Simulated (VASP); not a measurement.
**Sb: single point with RPBE**

Crystal: Sb.

```xyz
4
Lattice="3.3216 0.0000 0.0000 -1.6608 2.8766 0.0000 0.0000 0.0000 11.2779" Properties=species:S:1:pos:R:3 pbc="T T T"
Sb    1.6608    2.8766    0.0000
Sb    1.6608    2.8766    5.6390
Sb    0.0000    1.9177    2.8195
Sb    1.6608    0.9589    8.4585
```

This cell differs from its parent crystal: volume scaled by 0.96.

- Program: VASP 6.6.1
- Task: single point
- Functional: RPBE
- Potentials or basis: VASP PAW PBE potentials, release 64 (Sb)
- Cutoff: 520 eV
- k mesh: 12 × 12 × 3
- Occupations: fermi-dirac, width 0.1 eV
- Spin: no spin polarisation
- Dipole correction: no
- Further INCAR settings: ALGO = Normal; EDIFF = 1e-06; NBANDS = 18

```
Pressure               : 2.5 GPa
Band gap on the k mesh : zero (band 10 reaches 13.32 eV, above the bottom of band 11 at 6.35 eV)
```

Stress tensor (GPa, compression positive):
```
2.75 0.00 0.00
0.00 2.75 0.00
0.00 0.00 1.99
```

Levels at points of the mesh, in eV from the Fermi level:
```csv
k point,band 8,band 9,band 10,band 11,band 12,band 13
"(0.00, 0.00, 0.00)",4.07,4.07,4.71,4.71,4.77,4.77
"(0.50, 0.00, 0.00)",-3.62,-1.75,-0.95,0.70,1.60,1.83
```

It took 2 min on 1 thread of AMD EPYC 7R13, with other jobs on the host, peak memory 0.22 GiB.

Caveat: the PAW data sets were made with another functional, which shifts forces and pressure a little; spin-orbit coupling is left out, which moves the levels of the heavy elements.
